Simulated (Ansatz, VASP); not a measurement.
One calculation of LiF, two programs

The input INCAR:

```
SYSTEM = LiF
ALGO     = Normal         ! electronic algorithm
EDIFF    = 1E-6           ! SCF threshold, eV
ENCUT    = 520            ! plane-wave cutoff, eV
GGA      = CA             ! functional
ISIF     = 2              ! what is computed and relaxed
ISMEAR   = 0              ! smearing method
LASPH    = .TRUE.         ! aspherical terms in the spheres
LCHARG   = .FALSE.        ! write CHGCAR
LREAL    = .FALSE.        ! projectors in reciprocal space
LWAVE    = .FALSE.        ! write WAVECAR
NBANDS   = 18             ! bands
NELM     = 60             ! most SCF steps
PREC     = Accurate       ! precision mode
SIGMA    = 0.05           ! smearing width, eV
```

KPOINTS

```
k-points
0
G
  9 9 6
  0 0 0
```

File POSCAR:

```
LiF
1.0
    3.0801704379      0.0000000000      0.0000000000
   -1.5400852189      2.6675058472      0.0000000000
    0.0000000000      0.0000000000      4.5087534870
Li F
2 2
Direct
    0.3333333333      0.6666666667      0.3933365971
    0.6666666667      0.3333333333      0.8933365971
    0.3333333333      0.6666666667      0.9910195924
    0.6666666667      0.3333333333      0.4910195924
```

Input for Ansatz:

```yaml
crystal:
  lattice:
    - [3.0801704379, 0.0, 0.0]
    - [-1.5400852189, 2.6675058472, 0.0]
    - [0.0, 0.0, 4.508753487]
  atoms:
    - { symbol: Li, position: [0.3333333333, 0.6666666667, 0.3933365971] }
    - { symbol: Li, position: [0.6666666667, 0.3333333333, 0.8933365971] }
    - { symbol: F, position: [0.3333333333, 0.6666666667, 0.9910195924] }
    - { symbol: F, position: [0.6666666667, 0.3333333333, 0.4910195924] }
basis:
  ecutwfc: 520.0
kpoints:
  mp_grid: { grid: [9, 9, 6] }
hamiltonian:
  xc: lda
scf:
  occupations: { method: gaussian, width: 0.05 }
output:
  forces: true
  stress: true
  eigenvalues: true
```

Alike in both runs: task single point; functional LDA; k mesh 9 × 9 × 6; occupations gaussian, width 0.05 eV; no spin polarisation.

```csv
,VASP,Ansatz
version,VASP 6.6.1,Ansatz 0.2.0
potentials or method,"VASP PAW LDA potentials, release 64 (Li_sv, F), cutoff 520 eV","scalar-relativistic, plane waves, PAW"
valence electrons in the cell,20,20
```

VASP gave:

- gap on the k mesh at the Fermi level (eV): 7.72
- least direct gap on the mesh (eV): 7.72
- rms of the force components (eV/Å): 0.054

Q: Estimate Ansatz's values.

A: gap on the k mesh at the Fermi level (eV): 7.74; least direct gap on the mesh (eV): 7.74; rms of the force components (eV/Å): 0.051.

LDA's correlation is that of Perdew and Zunger in VASP and of Perdew and Wang (1992) in Ansatz. Atom by atom the forces differ by 0.003 eV/Å (rms over components).

Noted on VASP's run: the cutoff is short for stress, so the pressure is rough.
